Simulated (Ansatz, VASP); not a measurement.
## Pb in VASP and in Ansatz

File INCAR:

```
SYSTEM = Pb
PREC = Accurate
ENCUT = 600
EDIFF = 1E-7
ISMEAR = 0
SIGMA = 0.1
LREAL = .FALSE.
LASPH = .TRUE.
NELM = 80
ALGO = Fast
ISIF = 3
LWAVE = .FALSE.
LCHARG = .FALSE.
GGA = PS
IBRION = 2
NSW = 100
EDIFFG = -0.005
```

File KPOINTS:

```
Automatic mesh
0
G
  14 14 14
  0 0 0
```

File POSCAR:

```
Pb
1.0
    0.0000000000      2.4750200000      2.4750200000
    2.4750200000      0.0000000000      2.4750200000
    2.4750200000      2.4750200000      0.0000000000
Pb
1
Direct
    0.0000000000      0.0000000000      0.0000000000
```

Input for Ansatz:

```yaml
crystal:
  lattice:
    - [0.0, 2.47502, 2.47502]
    - [2.47502, 0.0, 2.47502]
    - [2.47502, 2.47502, 0.0]
  atoms:
    - { symbol: Pb, position: [0.0, 0.0, 0.0] }
basis:
  ecutwfc: 420
kpoints:
  mp_grid: { grid: [14, 14, 14] }
hamiltonian:
  xc: pbesol
scf:
  occupations: { method: gaussian, width: 0.1 }
output:
  forces: true
  stress: true
  eigenvalues: true
  write_density: true
  write_potential: true
  elf: true
  volumetric_format: npy
relax:
  adjacent_minimum: "off"
  f_tol: 0.005
  max_steps: 80
  cell: { stress_tol: 0.05 }
```

Alike in both runs: task relaxation of cell and atoms; functional PBEsol; k mesh 14 × 14 × 14; occupations gaussian, width 0.1 eV; no spin polarisation.

|  | VASP | Ansatz |
| --- | --- | --- |
| version | VASP 6.6.1 | Ansatz 0.2.0 |
| potentials or method | VASP PAW PBE potentials, release 64 (Pb_d), cutoff 600 eV | scalar-relativistic, plane waves, PAW |
| valence electrons in the cell | 14 | 14 |

|  | VASP | Ansatz | Ansatz less VASP |
| --- | --- | --- | --- |
| gap on the k mesh at the Fermi level, each at its own relaxed structure (eV) | none | none | - |
| relaxed volume (Å³/atom) | 30.03 | 30.03 | -0.009 |
| relaxed cell length with the largest relative difference (Å) | 3.489 | 3.489 | -0.0004 |

VASP's potentials were made for PBE, not for PBEsol. A gap of «none» marks a metal or a gap that the smearing closes.

Neither program's run includes spin-orbit coupling.
